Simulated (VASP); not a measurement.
# Al2Cu in VASP: a series of runs

The runs below take Al2Cu through relaxation of cell and atoms, single point, with PBEsol.

Program: VASP 6.6.1. These are calculated values, not measurements. Logs are shortened: lines on timing, memory, paths and dates and some standing lists are left out, and cuts for length are marked.

## 1. The cell of the first run

Symmetry: I4/mcm, No. 140, tetragonal system. The conventional cell has a = 5.358 Å, b = 5.358 Å, c = 4.306 Å, α = 90.00°, β = 90.00°, γ = 90.00°. Within 3.0 Å of Al (site symmetry m2m) lie 4 Cu at 2.29 Å and 11 Al at 2.38 to 2.86 Å. Within 2.8 Å of Cu (site symmetry 422) lie 2 Cu at 2.15 Å and 8 Al at 2.29 Å.

## 2. Relaxation of cell and atoms, PBEsol, target pressure 90 GPa, at which the enthalpy is minimised

Input file INCAR:

```
SYSTEM = Al2Cu
  PREC = Accurate
  ENCUT = 600
  EDIFF = 1E-6
  ISMEAR = 0
  SIGMA = 0.1
  LREAL = .False.
  LASPH = .True.
  NELM = 60
  ALGO = Fast
  ISIF = 3
  LWAVE = .False.
  LCHARG = .False.
  GGA = PS
  IBRION = 2
  NSW = 70
  EDIFFG = -0.008
  PSTRESS = 900.0
```

Input file KPOINTS:

```
Automatic mesh
0
Gamma
  10 10 10
  0 0 0
```

Input file POSCAR:

```
Al2Cu
1.0
   -2.6788304251      2.6788304251      2.1529662827
    2.6788304251     -2.6788304251      2.1529662827
    2.6788304251      2.6788304251     -2.1529662827
Al Cu
4 2
Direct
    0.8430950073      0.6569049927      0.5000000000
    0.6569049927      0.1569049927      0.8138099855
    0.3430950073      0.8430950073      0.1861900145
    0.1569049927      0.3430950073      0.5000000000
    0.2500000000      0.2500000000      0.0000000000
    0.7500000000      0.7500000000      0.0000000000
```

Potentials or basis: VASP PAW PBE potentials, release 64 (Al, Cu).

The run is started by

```console
$ cat potpaw_PBE.64/Al/POTCAR potpaw_PBE.64/Cu/POTCAR > POTCAR
$ mpirun -np 1 vasp_std > vasp.out
```

OUTCAR:

```text
SYSTEM = Al2Cu
   PREC = Accurate
   ENCUT = 600
   EDIFF = 1E-6
   ISMEAR = 0
   LREAL = .False.
   LASPH = .True.
   NELM = 60
   ISIF = 3
   GGA = PS
   IBRION = 2
   NSW = 70
   EDIFFG = -0.008
   PSTRESS = 900.0

 ion  position               nearest neighbor table
   1  0.843  0.657  0.500-   5 2.29   6 2.29   6 2.29   5 2.29   4 2.38   4 2.57   4 2.57   2 2.73
                             3 2.73   2 2.73   3 2.73   2 2.86   3 2.86   3 2.86   2 2.86
   2  0.657  0.157  0.814-   5 2.29   6 2.29   5 2.29   6 2.29   3 2.38   3 2.57   3 2.57   1 2.73
                             4 2.73   4 2.73   1 2.73   1 2.86   4 2.86   1 2.86   4 2.86
   3  0.343  0.843  0.186-   5 2.29   6 2.29   5 2.29   6 2.29   2 2.38   2 2.57   2 2.57   1 2.73
                             4 2.73   4 2.73   1 2.73   1 2.86   4 2.86   4 2.86   1 2.86
   4  0.157  0.343  0.500-   6 2.29   5 2.29   5 2.29   6 2.29   1 2.38   1 2.57   1 2.57   2 2.73
                             3 2.73   2 2.73   3 2.73   2 2.86   3 2.86   2 2.86   3 2.86
   5  0.250  0.250  0.000-   6 2.15   6 2.15   2 2.29   3 2.29   2 2.29   3 2.29   4 2.29   1 2.29
                             4 2.29   1 2.29
   6  0.750  0.750  0.000-   5 2.15   5 2.15   2 2.29   3 2.29   2 2.29   3 2.29   1 2.29   1 2.29
                             4 2.29   4 2.29

  LATTYP: Found a body centered tetragonal cell.
 ALAT       =     5.3576608502
 C/A-ratio  =     0.8036963678

  Lattice vectors:

 A1 = (  -2.6788304251,   2.6788304251,   2.1529662827)
 A2 = (   2.6788304251,  -2.6788304251,   2.1529662827)
 A3 = (   2.6788304251,   2.6788304251,  -2.1529662827)

Analysis of symmetry for initial positions (statically):
=====================================================================
 Subroutine PRICEL returns:
 Original cell was already a primitive cell.

 Routine SETGRP: Setting up the symmetry group for a
 body centered tetragonal supercell.

 Subroutine GETGRP returns: Found 16 space group operations
 (whereof  8 operations were pure point group operations)
 out of a pool of 16 trial point group operations.

The static configuration has the point symmetry C_4h.
 The point group associated with its full space group is D_4h.

Analysis of symmetry for dynamics (positions and initial velocities):
=====================================================================
 Subroutine PRICEL returns:
 Original cell was already a primitive cell.

 Routine SETGRP: Setting up the symmetry group for a
 body centered tetragonal supercell.

 Subroutine GETGRP returns: Found 16 space group operations
 (whereof  8 operations were pure point group operations)
 out of a pool of 16 trial point group operations.

The dynamic configuration has the point symmetry C_4h.
 The point group associated with its full space group is D_4h.

 Subroutine INISYM returns: Found 16 space group operations
 (whereof  8 operations are pure point group operations),
 and found     1 'primitive' translations

----------------------------------------------------------------------------------------

                                     Primitive cell

  volume of cell :      61.7999

  direct lattice vectors                    reciprocal lattice vectors
    -2.678830425  2.678830425  2.152966283     0.000000000  0.186648619  0.232237729
     2.678830425 -2.678830425  2.152966283     0.186648619  0.000000000  0.232237729
     2.678830425  2.678830425 -2.152966283     0.186648619  0.186648619  0.000000000

  length of vectors
     4.357468153  4.357468153  4.357468153     0.297946421  0.297946421  0.263961009

  position of ions in fractional coordinates (direct lattice)
     0.843095007  0.656904993  0.500000000
     0.656904993  0.156904993  0.813809986
     0.343095007  0.843095007  0.186190014
     0.156904993  0.343095007  0.500000000
     0.250000000  0.250000000  0.000000000
     0.750000000  0.750000000  0.000000000

  ion indices of the primitive-cell ions
   primitive index   ion index
                 1           1
                 2           2
                 3           3
                 4           4
                 5           5
                 6           6

----------------------------------------------------------------------------------------

 KPOINTS: Automatic mesh

Automatic generation of k-mesh.
 Grid dimensions read from file:
 generate k-points for:   10   10   10

 Generating k-lattice:

  Cartesian coordinates                     Fractional coordinates (reciprocal lattice)
     0.000000000  0.018664862  0.023223773     0.100000000 -0.000000000  0.000000000
     0.018664862  0.000000000  0.023223773    -0.000000000  0.100000000  0.000000000
     0.018664862  0.018664862  0.000000000     0.000000000  0.000000000  0.100000000

  Length of vectors
     0.029794642  0.029794642  0.026396101

  Shift w.r.t. Gamma in fractional coordinates (k-lattice)
     0.000000000  0.000000000  0.000000000

 Subroutine IBZKPT returns following result:
 ===========================================

 Found    102 irreducible k-points:

 Following reciprocal coordinates:
            Coordinates               Weight
  0.000000  0.000000  0.000000      1.000000
  0.100000  0.000000 -0.000000      8.000000
  0.200000  0.000000 -0.000000      8.000000
  0.300000  0.000000 -0.000000      8.000000
  0.400000  0.000000 -0.000000      8.000000
  0.500000  0.000000 -0.000000      4.000000
[... 16 lines left out ...]
  0.300000  0.300000 -0.000000      8.000000
  0.400000  0.300000 -0.000000     16.000000
 [... further k-points ...]
   k-points           NKPTS =    102   k-points in BZ     NKDIM =    102   number of bands    NBANDS=     21
   number of dos      NEDOS =    301   number of ions     NIONS =      6
   total plane-waves  NPLWV =  46656
   dimension x,y,z NGX =    36 NGY =   36 NGZ =   36
   dimension x,y,z NGXF=    72 NGYF=   72 NGZF=   72
   ions per type =               4   2
   NGX,Y,Z   is equivalent  to a cutoff of  13.73, 13.73, 13.73 a.u.
   NGXF,Y,Z  is equivalent  to a cutoff of  27.47, 27.47, 27.47 a.u.
 SYSTEM =  Al2Cu
   PREC   = accura    normal or accurate (medium, high low for compatibility)
   ISTART =      0    job   : 0-new  1-cont  2-samecut
   ICHARG =      2    charge: 1-file 2-atom 10-const
   ISPIN  =      1    spin polarized calculation?
   LNONCOLLINEAR =      F non collinear calculations
   LSORBIT =      F    spin-orbit coupling
   LASPH  =      T    aspherical Exc in radial PAW
   ENCUT  =  600.0 eV  44.10 Ry    6.64 a.u.   8.70  8.70  8.70*2*pi/ulx,y,z
   NELM   =     60;   NELMIN=  2; NELMDL= -5     # of ELM steps
   EDIFF  = 0.1E-05   stopping-criterion for ELM
   LREAL  =      F    real-space projection
   EDIFFG = -.8E-02   stopping-criterion for IOM
   NSW    =     70    number of steps for IOM
   IBRION =      2    ionic relax: 0-MD 1-quasi-New 2-CG
   NFREE  =      1    steps in history (QN), initial steepest desc. (CG)
   ISIF   =      3    stress and relaxation
   ISYM   =      2    0-nonsym 1-usesym 2-fastsym
   POTIM  = 0.5000    time-step for ionic-motion
   TEBEG  =    0.0;   TEEND  =   0.0 temperature during run
   PSTRESS=  900.0 pullay stress
   NELECT =      34.0000    total number of electrons
   NUPDOWN=      -1.0000    fix difference up-down
   EMIN   =  10.00;   EMAX   =-10.00  energy-range for DOS
   EFERMI =   0.00;   METHOD = LEGACY
   ISMEAR =     0;   SIGMA  =   0.10  broadening in eV -4-tet -1-fermi 0-gaus
   EFERMI_NEDOS =   21; number of points for ismear=-14 and -15
   IALGO  =     68    algorithm
   IMIX   =      4    mixing-type and parameters
     AMIX     =   0.40;   BMIX     =  1.00
     AMIX_MAG =   1.60;   BMIX_MAG =  1.00
  volume/ion in A,a.u.               =      10.30        69.51
  Fermi-wavevector in a.u.,A,eV,Ry     =   1.341442  2.534958 24.483232  1.799467
  Thomas-Fermi vector in A             =   2.469675
   LORBIT       =      0    0 simple, 1 ext, 2 COOP (PROOUT), +10 PAW based schemes
   GGA     = PS    functional components
   LHFCALC =     F    Hartree Fock is set to
   AEXX    =    0.0000 exact exchange contribution
   IVDW    =     0    specifies the selected vdW correction
   LEPSILON=     F    determine dielectric tensor
   LRPA    =     F    only Hartree local field effects (RPA)
 conjugate gradient relaxation of ions
 non-spin polarized calculation
 RMM-DIIS sequential band-by-band and
 Gauss-broadening in eV      SIGMA  =   0.10
  energy-cutoff  :      600.00
  volume of cell :       61.80
 maximum number of plane-waves:      2082
   NGX = 17   NGY = 17   NGZ = 17

--------------------------------------- Ionic step        1  -------------------------------------------

 number of electron      34.0000012 magnetization

 Free energy of the ion-electron system (eV)
  ---------------------------------------------------
  ext. energy  EPLUGINS =         0.00000000
  ---------------------------------------------------
  free energy    TOTEN  =       -21.50455649 eV

  energy without entropy =      -21.49795383  energy(sigma->0) =      -21.50125516

------------------------ aborting loop because EDIFF is reached ----------------------------------------

  FORCE on cell =-STRESS in cart. coord.  units (eV):
  Direction    XX          YY          ZZ          XY          YZ          ZX
  --------------------------------------------------------------------------------------
  -------------------------------------------------------------------------------------
  Total       29.9421986     29.9421986     30.4241426      0.0000000     -0.0000000      0.0000000
  in kB      776.2589186    776.2589186    788.7534380      0.0000000     -0.0000000      0.0000000
  external PRESSURE =    -119.5762416 kB  Pullay stress =     900.0000000 kB
[... 279 lines left out ...]
  enthalpy is  TOTEN    =        13.1419739177 eV   P V=       33.7253198648

--------------------------------------- Ionic step        8  -------------------------------------------

 number of electron      34.0000011 magnetization

 Free energy of the ion-electron system (eV)
  ---------------------------------------------------
  ext. energy  EPLUGINS =         0.00000000
  ---------------------------------------------------
  free energy    TOTEN  =       -20.56992011 eV

  energy without entropy =      -20.56294335  energy(sigma->0) =      -20.56643173

 E-fermi :  13.1882     XC(G=0): -12.7671

 val. band max:       13.1741840772   @ k =  -0.2000   0.2000   0.2000
 cond. band min:      13.2274716224   @ k =  -0.2000   0.4000   0.2000
 fundamental gap:      0.0532875451
 Fermi energy:        13.1881917727

 k-point     1 :       0.0000    0.0000    0.0000
  band No.  band energies     occupation
      1      -0.8090      2.00000
      2       5.5010      2.00000
      3       5.5399      2.00000
      4       5.5399      2.00000
      5       5.5672      2.00000
      6       7.0007      2.00000
[... 550 lines left out ...]
      5       6.1637      2.00000
      6       6.3408      2.00000
[... 13 lines left out ...]
     20      16.5237      0.00000
     21      17.0875      0.00000

 [... further k-points ...]

------------------------ aborting loop because EDIFF is reached ----------------------------------------

  FORCE on cell =-STRESS in cart. coord.  units (eV):
  Direction    XX          YY          ZZ          XY          YZ          ZX
  --------------------------------------------------------------------------------------
  -------------------------------------------------------------------------------------
  Total       33.7511620     33.7511620     33.7328948      0.0000000      0.0000000      0.0000000
  in kB      901.0484791    901.0484791    900.5608051      0.0000000      0.0000000      0.0000000
  external PRESSURE =       0.8859211 kB  Pullay stress =     900.0000000 kB
[... 21 lines left out ...]
  FREE ENERGIE OF THE ION-ELECTRON SYSTEM (eV)
  ---------------------------------------------------
  free  energy   TOTEN  =       -20.5699201104 eV

  energy  without entropy=      -20.5629433480  energy(sigma->0) =      -20.56643173

  enthalpy is  TOTEN    =        13.1419682842 eV   P V=       33.7118883946

 reached required accuracy - stopping structural energy minimisation
```

It took 24 min on 1 thread of AMD EPYC 7R13, shared host; peak memory 0.29 GiB.

What came out:

```yaml
Free_energy: -20.5699 eV
Relaxed_volume: 10.00 Å³/atom
Relaxed_cell: a = 4.314 Å, b = 4.314 Å, c = 4.314 Å, α = 104.20°, β = 104.20°, γ = 120.62°
Space_group_after_relaxing_to_0.1_Å: I4/mcm (No. 140)
Energy_change_on_relaxing_the_run_minimises_the_enthalpy: +155.8 meV/atom
Ionic_steps: 8
Pressure_after_relaxing: 90.1 GPa
Band_gap_on_the_k_mesh: zero (bands 17 and 18 overlap by 5.44 eV)
```

Step by step:
```
step  energy change (eV)  largest force (eV/Å)  pressure (GPa)  volume (Å³)
   1              0.0000                0.1077           78.04        61.80
   2              4.2559                0.1662          132.24        55.18
   3              0.8880                0.1250           89.37        60.10
   4              0.9403                0.1250           90.30        60.01
   5              0.9203                0.1246           90.14        60.04
   6              0.9223                0.0367           89.76        60.04
   7              0.9212                0.0074           89.95        60.04
   8              0.9346                0.0011           90.09        60.01
```

Final structure:
```xyz
6
Lattice="-2.6500 2.6500 2.1366 2.6500 -2.6500 2.1366 2.6500 2.6500 -2.1366" Properties=species:S:1:pos:R:3 pbc="T T T"
Al    0.8278    1.8221    2.1366
Al    0.8278    3.4778    0.0000
Al    1.8221   -0.8278    2.1366
Al    1.8221    0.8278    0.0000
Cu    0.0000    0.0000    1.0683
Cu    0.0000    0.0000    3.2048
```

Caveat: the cell is relaxed towards a set pressure, so the run minimises the enthalpy, not the energy; the PAW data sets were made with another functional, which shifts forces and pressure a little.

## 3. Relaxation of cell and atoms, PBEsol, target pressure 50 GPa, at which the enthalpy is minimised

This run uses another cell than the first one, of 11.36 Å³/atom.

Input file INCAR:

```
SYSTEM = Al2Cu
PREC = Accurate
ENCUT = 600
EDIFF = 1E-6
ISMEAR = 0
SIGMA = 0.1
LREAL = .False.
LASPH = .True.
NELM = 60
ALGO = Fast
ISIF = 3
LWAVE = .False.
LCHARG = .False.
GGA = PS
IBRION = 2
NSW = 70
EDIFFG = -0.008
PSTRESS = 500.0
```

KPOINTS is that of step 2.

Input file POSCAR:

```
Al2Cu
1.0
   -2.7681511210      2.7681511210      2.2246041411
    2.7681511210     -2.7681511210      2.2246041411
    2.7681511210      2.7681511210     -2.2246041411
Al Cu
4 2
Direct
    0.8422812137      0.6577187863      0.5000000000
    0.6577187863      0.1577187863      0.8154375726
    0.3422812137      0.8422812137      0.1845624274
    0.1577187863      0.3422812137      0.5000000000
    0.2500000000      0.2500000000      0.0000000000
    0.7500000000      0.7500000000      0.0000000000
```

Potentials or basis: VASP PAW PBE potentials, release 64 (Al, Cu).

The run is started by

```console
$ cat potpaw_PBE.64/Al/POTCAR potpaw_PBE.64/Cu/POTCAR > POTCAR
$ mpirun -np 1 vasp_std > vasp.out
```

Wall time 23 min (1 thread of AMD EPYC 7R13, shared host); peak memory 0.3 GiB.

It converged, with:

```
Free energy                                                : -23.5620 eV
Relaxed volume                                             : 11.17 Å³/atom
Relaxed cell                                               : a = 4.476 Å, b = 4.476 Å, c = 4.476 Å, α = 104.15°, β = 104.15°, γ = 120.75°
Space group after relaxing (to 0.1 Å)                      : I4/mcm (No. 140)
Energy change on relaxing (the run minimises the enthalpy) : +57.5 meV/atom
Ionic steps                                                : 12
Pressure after relaxing                                    : 50.0 GPa
Largest force after relaxing                               : 0.005 eV/Å
Band gap on the k mesh                                     : zero (bands 17 and 18 overlap by 5.26 eV)
```

Forces in eV/Å, atoms in the order of the input:
```
Al  -0.004  0.004  0.000
Al  -0.004 -0.004  0.000
Al   0.004  0.004  0.000
Al   0.004 -0.004  0.000
Cu   0.000  0.000  0.000
Cu   0.000  0.000  0.000
```

Stress tensor (GPa, compression positive):
```
50.07  0.00  0.00
 0.00 50.07  0.00
 0.00  0.00 49.97
```

Step by step:
| step | energy change (eV) | largest force (eV/Å) | pressure (GPa) | volume (Å³) |
| --- | --- | --- | --- | --- |
| 1 | 0.0000 | 0.0872 | 45.01 | 68.19 |
| 2 | 1.1272 | 0.0683 | 61.05 | 64.75 |
| 3 | 0.3500 | 0.0822 | 50.03 | 67.00 |
| 4 | 0.3574 | 0.0824 | 50.15 | 66.98 |
| 5 | 0.3562 | 0.0076 | 50.11 | 66.98 |
| 6 | 0.3562 | 0.0060 | 50.22 | 66.98 |
| 7 | 0.3151 | 0.0040 | 49.51 | 67.11 |
| 8 | 0.3443 | 0.0032 | 49.91 | 67.02 |
| 9 | 0.3450 | 0.0032 | 50.12 | 67.02 |
| 10 | 0.3445 | 0.0032 | 49.77 | 67.02 |
| 11 | 0.3448 | 0.0032 | 50.02 | 67.02 |
| 12 | 0.3450 | 0.0051 | 50.04 | 67.02 |

Final structure:
```
CELL_PARAMETERS angstrom
-2.75151 2.75151 2.21298
2.75151 -2.75151 2.21298
2.75151 2.75151 -2.21298
ATOMIC_POSITIONS crystal
Al 0.84296 0.65704 0.50000
Al 0.65704 0.15704 0.81408
Al 0.34296 0.84296 0.18592
Al 0.15704 0.34296 0.50000
Cu 0.25000 0.25000 0.00000
Cu 0.75000 0.75000 0.00000
```

Levels at points of the mesh, in eV from the Fermi level:
```
           k point  band 14  band 15  band 16  band 17  band 18  band 19  band 20  band 21
(0.00, 0.00, 0.00)    -2.51    -1.90    -1.77    -1.77    -1.22    -0.43     0.83     2.18
(0.50, 0.00, 0.00)    -3.89    -3.15    -3.15     0.26     0.26     4.59     4.59     4.96
(0.50, 0.50, 0.00)    -3.48    -2.05    -1.89    -0.64    -0.50     1.02     1.70     4.82
(0.50, 0.50, 0.50)    -4.08    -4.08    -2.13     2.97     2.97     2.97     4.02     5.61
```

Caveat: the cell is relaxed towards a set pressure, so the run minimises the enthalpy, not the energy; the PAW data sets were made with another functional, which shifts forces and pressure a little.

(Continued in part 2 of 2.)

The gap in the log of VASP goes by the Fermi energy; the results here count the filled bands.